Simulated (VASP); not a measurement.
# I (Fd-3m) in VASP: further runs

I is run at these levels: PBEsol; tasks: single point, relaxation of cell and atoms.

Program: VASP 6.6.1. These are calculated values, not measurements. Logs are shortened: lines on timing, memory, paths and dates and some standing lists are left out, and cuts for length are marked.

## 1. The cell of the first run

It takes space group Fd-3m (No. 227, cubic). The conventional cell has a = 7.657 Å, b = 7.657 Å, c = 7.657 Å, α = 90.00°, β = 90.00°, γ = 90.00°. Within 4.4 Å of I (site symmetry -43m) lie 4 I at 3.32 Å.

## 2. Single point, PBEsol

Contents of INCAR:

```
ALGO     = Normal         # electronic algorithm
EDIFF    = 1E-6           # SCF threshold, eV
ENCUT    = 520            # plane-wave cutoff, eV
GGA      = PS             # functional
ISIF     = 2              # what is computed and relaxed
ISMEAR   = -1             # smearing method
LASPH    = T              # aspherical terms in the spheres
LCHARG   = T              # write CHGCAR
LELF     = T              # ELF
LREAL    = F              # projectors in reciprocal space
LVHAR    = T            
LWAVE    = F              # write WAVECAR
NBANDS   = 14             # bands
NELM     = 100            # most SCF steps
PREC     = Accurate       # precision mode
SIGMA    = 0.05           # smearing width, eV
```

Contents of KPOINTS:

```
k-points
0
Gamma
  5 5 5
```

Contents of POSCAR:

```
I
1.0
    0.0000000000      3.8284200207      3.8284200207
    3.8284200207      0.0000000000      3.8284200207
    3.8284200207      3.8284200207      0.0000000000
I
2
Direct
    1.0000000000      1.0000000000      1.0000000000
    0.2500000000      0.2500000000      0.2500000000
```

Potentials or basis: VASP PAW PBE potentials, release 64 (I).

Started as:

```
$ cat potpaw_PBE.64/I/POTCAR > POTCAR
$ mpirun -np 1 vasp_std > vasp.out
```

OUTCAR:

```text
EDIFF = 1E-6
   ENCUT = 520
   GGA = PS
   ISIF = 2
   ISMEAR = -1
   LASPH = T
   LREAL = F
   NELM = 100
   PREC = Accurate

 ion  position               nearest neighbor table
   1  0.000  0.000  0.000-   2 3.32   2 3.32   2 3.32   2 3.32
   2  0.250  0.250  0.250-   1 3.32   1 3.32   1 3.32   1 3.32

  LATTYP: Found a face centered cubic cell.
 ALAT       =     7.6568400414

  Lattice vectors:

 A1 = (   0.0000000000,   3.8284200207,   3.8284200207)
 A2 = (   3.8284200207,   0.0000000000,   3.8284200207)
 A3 = (   3.8284200207,   3.8284200207,   0.0000000000)

Analysis of symmetry for initial positions (statically):
=====================================================================
 Subroutine PRICEL returns:
 Original cell was already a primitive cell.

 Routine SETGRP: Setting up the symmetry group for a
 face centered cubic supercell.

 Subroutine GETGRP returns: Found 48 space group operations
 (whereof 24 operations were pure point group operations)
 out of a pool of 48 trial point group operations.

The static configuration has the point symmetry T_d .
 The point group associated with its full space group is O_h .

Analysis of symmetry for dynamics (positions and initial velocities):
=====================================================================
 Subroutine PRICEL returns:
 Original cell was already a primitive cell.

 Routine SETGRP: Setting up the symmetry group for a
 face centered cubic supercell.

 Subroutine GETGRP returns: Found 48 space group operations
 (whereof 24 operations were pure point group operations)
 out of a pool of 48 trial point group operations.

The dynamic configuration has the point symmetry T_d .
 The point group associated with its full space group is O_h .

 Subroutine INISYM returns: Found 48 space group operations
 (whereof 24 operations are pure point group operations),
 and found     1 'primitive' translations

----------------------------------------------------------------------------------------

                                     Primitive cell

  volume of cell :     112.2248

  direct lattice vectors                    reciprocal lattice vectors
     0.000000000  3.828420021  3.828420021    -0.130602180  0.130602180  0.130602180
     3.828420021  0.000000000  3.828420021     0.130602180 -0.130602180  0.130602180
     3.828420021  3.828420021  0.000000000     0.130602180  0.130602180 -0.130602180

  length of vectors
     5.414203516  5.414203516  5.414203516     0.226209611  0.226209611  0.226209611

  position of ions in fractional coordinates (direct lattice)
     0.000000000  0.000000000  0.000000000
     0.250000000  0.250000000  0.250000000

  ion indices of the primitive-cell ions
   primitive index   ion index
                 1           1
                 2           2

----------------------------------------------------------------------------------------

 KPOINTS: k-points

Automatic generation of k-mesh.
 Grid dimensions read from file:
 generate k-points for:    5    5    5

 Generating k-lattice:

  Cartesian coordinates                     Fractional coordinates (reciprocal lattice)
    -0.026120436  0.026120436  0.026120436     0.200000000  0.000000000  0.000000000
     0.026120436 -0.026120436  0.026120436     0.000000000  0.200000000  0.000000000
     0.026120436  0.026120436 -0.026120436     0.000000000  0.000000000  0.200000000

  Length of vectors
     0.045241922  0.045241922  0.045241922

  Shift w.r.t. Gamma in fractional coordinates (k-lattice)
     0.000000000  0.000000000  0.000000000

 Subroutine IBZKPT returns following result:
 ===========================================

 Found     10 irreducible k-points:

 Following reciprocal coordinates:
            Coordinates               Weight
  0.000000  0.000000  0.000000      1.000000
  0.200000  0.000000  0.000000      8.000000
  0.400000  0.000000  0.000000      8.000000
  0.200000  0.200000  0.000000      6.000000
  0.400000  0.200000  0.000000     24.000000
 -0.400000  0.200000  0.000000     24.000000
 -0.200000  0.200000  0.000000     12.000000
  0.400000  0.400000  0.000000      6.000000
 -0.400000  0.400000  0.000000     12.000000
 -0.400000  0.400000  0.200000     24.000000
   k-points           NKPTS =     10   k-points in BZ     NKDIM =     10   number of bands    NBANDS=     14
   number of dos      NEDOS =    301   number of ions     NIONS =      2
   total plane-waves  NPLWV =  64000
   dimension x,y,z NGX =    40 NGY =   40 NGZ =   40
   dimension x,y,z NGXF=    80 NGYF=   80 NGZF=   80
   ions per type =               2
   NGX,Y,Z   is equivalent  to a cutoff of  12.28, 12.28, 12.28 a.u.
   NGXF,Y,Z  is equivalent  to a cutoff of  24.56, 24.56, 24.56 a.u.
 SYSTEM =  unknown system
   PREC   = accura    normal or accurate (medium, high low for compatibility)
   ISTART =      0    job   : 0-new  1-cont  2-samecut
   ICHARG =      2    charge: 1-file 2-atom 10-const
   ISPIN  =      1    spin polarized calculation?
   LNONCOLLINEAR =      F non collinear calculations
   LSORBIT =      F    spin-orbit coupling
   LASPH  =      T    aspherical Exc in radial PAW
   ENCUT  =  520.0 eV  38.22 Ry    6.18 a.u.  10.07 10.07 10.07*2*pi/ulx,y,z
   NELM   =    100;   NELMIN=  2; NELMDL= -5     # of ELM steps
   EDIFF  = 0.1E-05   stopping-criterion for ELM
   LREAL  =      F    real-space projection
   EDIFFG = 0.1E-04   stopping-criterion for IOM
   NSW    =      0    number of steps for IOM
   IBRION =     -1    ionic relax: 0-MD 1-quasi-New 2-CG
   NFREE  =      0    steps in history (QN), initial steepest desc. (CG)
   ISIF   =      2    stress and relaxation
   ISYM   =      2    0-nonsym 1-usesym 2-fastsym
   POTIM  = 0.5000    time-step for ionic-motion
   TEBEG  =    0.0;   TEEND  =   0.0 temperature during run
   PSTRESS=    0.0 pullay stress
   NELECT =      14.0000    total number of electrons
   NUPDOWN=      -1.0000    fix difference up-down
   EMIN   =  10.00;   EMAX   =-10.00  energy-range for DOS
   EFERMI =   0.00;   METHOD = LEGACY
   ISMEAR =    -1;   SIGMA  =   0.05  broadening in eV -4-tet -1-fermi 0-gaus
   EFERMI_NEDOS =   21; number of points for ismear=-14 and -15
   IALGO  =     38    algorithm
   IMIX   =      4    mixing-type and parameters
     AMIX     =   0.40;   BMIX     =  1.00
     AMIX_MAG =   1.60;   BMIX_MAG =  1.00
  volume/ion in A,a.u.               =      56.11       378.67
  Fermi-wavevector in a.u.,A,eV,Ry     =   0.818002  1.545800  9.104039  0.669128
  Thomas-Fermi vector in A             =   1.928551
   LORBIT       =      0    0 simple, 1 ext, 2 COOP (PROOUT), +10 PAW based schemes
   GGA     = PS    functional components
   LHFCALC =     F    Hartree Fock is set to
   AEXX    =    0.0000 exact exchange contribution
   IVDW    =     0    specifies the selected vdW correction
   LEPSILON=     F    determine dielectric tensor
   LRPA    =     F    only Hartree local field effects (RPA)
 non-spin polarized calculation
  energy-cutoff  :      520.00
  volume of cell :      112.22
 maximum number of plane-waves:      3042
   NGX = 21   NGY = 21   NGZ = 21

 number of electron      14.0000000 magnetization

 Free energy of the ion-electron system (eV)
  ---------------------------------------------------
  ext. energy  EPLUGINS =         0.00000000
  ---------------------------------------------------
  free energy    TOTEN  =        -2.32717231 eV

  energy without entropy =       -2.29347198  energy(sigma->0) =       -2.31032215

 E-fermi :   0.8403     XC(G=0):  -6.7883

 val. band max:        0.7349494877   @ k =   0.4000   0.2000   0.0000
 cond. band min:       0.8622772303   @ k =   0.4000   0.2000   0.0000
 fundamental gap:      0.1273277425
 Fermi energy:         0.8403285075

 k-point     1 :       0.0000    0.0000    0.0000
  band No.  band energies     occupation
      1     -12.3958      2.00000
      2     -10.2173      2.00000
      3      -1.9832      2.00000
      4      -1.9832      2.00000
      5      -1.9832      2.00000
      6      -0.1177      2.00000
      7      -0.1177      2.00000
      8      -0.1177      2.00000
      9       5.1383      0.00000
     10       7.5711      0.00000
     11       7.5711      0.00000
     12       8.9976      0.00000
     13       8.9976      0.00000
     14       8.9976      0.00000

 k-point     2 :       0.2000    0.0000    0.0000
  band No.  band energies     occupation
      1     -12.2719      2.00000
      2     -10.4134      2.00000
      3      -2.1358      2.00000
      4      -2.1358      2.00000
      5      -2.0965      2.00000
      6       0.1123      2.00000
      7       0.1123      2.00000
      8       0.1125      2.00000
      9       5.7864      0.00000
     10       7.2647      0.00000
     11       7.2647      0.00000
     12       8.6728      0.00000
     13      10.0067      0.00000
     14      10.0081      0.00000

 k-point     3 :       0.4000    0.0000    0.0000
  band No.  band energies     occupation
      1     -11.9991      2.00000
      2     -10.7980      2.00000
      3      -2.3314      2.00000
      4      -2.3314      2.00000
      5      -2.3055      2.00000
      6       0.4264      1.99949
      7       0.4264      1.99949
      8       0.6532      1.95369
      9       6.6681      0.00000
     10       7.4714      0.00000
     11       7.4714      0.00000
     12       7.6314      0.00000
     13       9.2689      0.00000
     14       9.2689      0.00000
[... 86 lines left out ...]
 k-point     9 :      -0.4000    0.4000    0.0000
  band No.  band energies     occupation
      1     -11.5359      2.00000
      2     -11.3364      2.00000
      3      -2.8838      2.00000
      4      -2.6809      2.00000
      5      -1.1547      2.00000
      6      -0.6224      2.00000
      7       1.1037      0.01026
      8       1.2131      0.00116
      9       6.1413      0.00000
     10       6.6689      0.00000
     11       8.0794      0.00000
     12       9.6992      0.00000
     13       9.9447      0.00000
     14      10.1783      0.00000

 k-point    10 :      -0.4000    0.4000    0.2000
  band No.  band energies     occupation
      1     -11.6931      2.00000
      2     -11.1661      2.00000
      3      -2.8647      2.00000
      4      -2.6735      2.00000
      5      -1.2044      2.00000
      6      -0.4555      2.00000
      7       0.9747      0.12732
      8       1.1042      0.01015
      9       6.3688      0.00000
     10       6.4237      0.00000
     11       8.2070      0.00000
     12       9.2187      0.00000
     13       9.5921      0.00000
     14      10.0458      0.00000

------------------------ aborting loop because EDIFF is reached ----------------------------------------

  FORCE on cell =-STRESS in cart. coord.  units (eV):
  Direction    XX          YY          ZZ          XY          YZ          ZX
  --------------------------------------------------------------------------------------
  -------------------------------------------------------------------------------------
  Total       -0.0111246     -0.0111246     -0.0111246      0.0000000      0.0000000     -0.0000000
  in kB       -0.1588208     -0.1588208     -0.1588208      0.0000000      0.0000000     -0.0000000
  external PRESSURE =      -0.1588208 kB  Pullay stress =       0.0000000 kB

 VOLUME and BASIS-vectors are now :
 -----------------------------------------------------------------------------
  energy-cutoff  :      520.00
  volume of cell :      112.22
      direct lattice vectors                 reciprocal lattice vectors
     0.000000000  3.828420021  3.828420021    -0.130602180  0.130602180  0.130602180
     3.828420021  0.000000000  3.828420021     0.130602180 -0.130602180  0.130602180
     3.828420021  3.828420021  0.000000000     0.130602180  0.130602180 -0.130602180

 POSITION                                       TOTAL-FORCE (eV/Angst)
 -----------------------------------------------------------------------------------
      0.00000      0.00000      0.00000        -0.000000     -0.000000     -0.000000
      1.91421      1.91421      1.91421         0.000000      0.000000      0.000000
 -----------------------------------------------------------------------------------
    total drift:                               -0.000000      0.000000      0.000000

  FREE ENERGIE OF THE ION-ELECTRON SYSTEM (eV)
  ---------------------------------------------------
  free  energy   TOTEN  =        -2.3271723127 eV

  energy  without entropy=       -2.2934719782  energy(sigma->0) =       -2.31032215
```

Wall time 15 s (1 thread of Intel Xeon Platinum 8259CL at 2.50GHz (Skylake/Cascade Lake), shared host); peak memory 0.22 GiB.

Results:

```yaml
Free_energy: -2.3272 eV
Pressure: 0.0 GPa
Band_gap_on_the_k_mesh: zero (band 7 reaches 1.14 eV, above the bottom of band 8 at -0.12 eV)
```

Caveat: the PAW data sets were made with another functional, which shifts forces and pressure a little; spin-orbit coupling is left out, which moves the levels of the heavy elements.

## 3. Relaxation of cell and atoms, PBEsol

Contents of INCAR:

```
SYSTEM = I
ALGO = Normal
EDIFF = 1E-7
EDIFFG = -0.03
ENCUT = 600
GGA = PS
IBRION = 2
ISIF = 3
ISMEAR = -1
LASPH = .TRUE.
LCHARG = .FALSE.
LREAL = .FALSE.
LWAVE = .FALSE.
NELM = 60
NSW = 80
PREC = Accurate
SIGMA = 0.05
```

Contents of KPOINTS:

```
k-points
0
G
  5 5 5
  0 0 0
```

POSCAR is that of step 2.

Potentials or basis: VASP PAW PBE potentials, release 64 (I).

Started as:

```
$ cat potpaw_PBE.64/I/POTCAR > POTCAR
$ mpirun -np 1 vasp_std > vasp.out
```

Run time: 21 s. Hardware: 1 thread of Intel Xeon Platinum 8259CL at 2.50GHz (Skylake/Cascade Lake), shared host; peak memory 0.29 GiB.

Results (log left out):

| Quantity | Value |
| --- | --- |
| Free energy | -2.3271 eV |
| Pressure after relaxing | 0.0 GPa |
| Band gap on the k mesh | zero (band 7 reaches 1.14 eV, above the bottom of band 8 at -0.12 eV) |

Final structure:
```yaml
crystal:
  lattice:
    - [0.00000, 3.82842, 3.82842]
    - [3.82842, 0.00000, 3.82842]
    - [3.82842, 3.82842, 0.00000]
  atoms:
    - { symbol: I, position: [0.00000, 0.00000, 0.00000] }
    - { symbol: I, position: [0.25000, 0.25000, 0.25000] }
```

Levels at points of the mesh, in eV from the Fermi level:
```csv
k point,band 3,band 4,band 5,band 6,band 7,band 8,band 9,band 10,band 11
"(0.00, 0.00, 0.00)",-2.82,-2.82,-2.82,-0.96,-0.96,-0.96,4.30,6.73,6.73
```

Caveat: the relaxation stopped at its first step, so nothing moved; the PAW data sets were made with another functional, which shifts forces and pressure a little; spin-orbit coupling is left out, which moves the levels of the heavy elements.
